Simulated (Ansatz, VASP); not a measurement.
Given: the input of a run of VASP 6.6.1 on Rh.

File INCAR:

```
ALGO = Fast ; EDIFF = 1E-6
ENCUT = 520 ; ISIF = 2
ISMEAR = -1 ; LASPH = True
LCHARG = False ; LREAL = False
LWAVE = False ; NBANDS = 22
NELM = 80 ; PREC = Accurate
SIGMA = 0.05
```

The input KPOINTS:

```
k-points
0
Gamma
  11 11 6
```

POSCAR

```
Rh
1.0
    2.6752291329      0.0000000000      0.0000000000
   -1.3376145665      2.3168163901      0.0000000000
    0.0000000000      0.0000000000      4.3380863070
Rh
2
Direct
    0.3333333333      0.6666666667      0.2500000000
    0.6666666667      0.3333333333      0.7500000000
```

Potentials or basis: VASP PAW LDA potentials, release 64 (Rh_pv).

The run is started by

```bash
$ cat potpaw_LDA.64/Rh_pv/POTCAR > POTCAR
$ mpirun -np 1 vasp_std > vasp.out
```

Question: Translate it to Ansatz 0.2.0. Potentials there: all-electron LAPW, scalar-relativistic.

Answer: As run (the cutoff follows the program's own potentials):

input.yaml

```yaml
crystal:
  lattice:
    - [2.6752291329, 0.0, 0.0]
    - [-1.3376145665, 2.3168163901, 0.0]
    - [0.0, 0.0, 4.338086307]
  atoms:
    - { symbol: Rh, position: [0.3333333333, 0.6666666667, 0.25] }
    - { symbol: Rh, position: [0.6666666667, 0.3333333333, 0.75] }
kpoints:
  mp_grid: { grid: [11, 11, 6] }
scf:
  occupations: { method: fermi_dirac, width: 0.05 }
hamiltonian:
  xc: lda
  pseudopotentials: { kind: all_electron, lapw: { basis_error: 0.001 } }
output:
  forces: true
  stress: true
  eigenvalues: true
```

Potentials or basis: all-electron LAPW, scalar-relativistic.

The run is started by

```bash
$ ansatz run input.yaml --threads 1 --pin off --max-ram 3072MiB --backend cpu --events-out ev --progress --plain --runs-dir out
```

Both were run:

|  | VASP | Ansatz | Ansatz less VASP |
| --- | --- | --- | --- |
| gap on the k mesh at the Fermi level (eV) | none | none | - |
| pressure (GPa) | -2.9 | -3.8 | -0.88 |
| traceless stress, the component that is largest in VASP (GPa) | -0.80 | -0.82 | -0.022 |

LDA's correlation is that of Perdew and Zunger in VASP and of Perdew and Wang (1992) in Ansatz. A gap of «none» marks a metal or a gap that the smearing closes. Ansatz ran all-electron here, and VASP with PAW potentials.
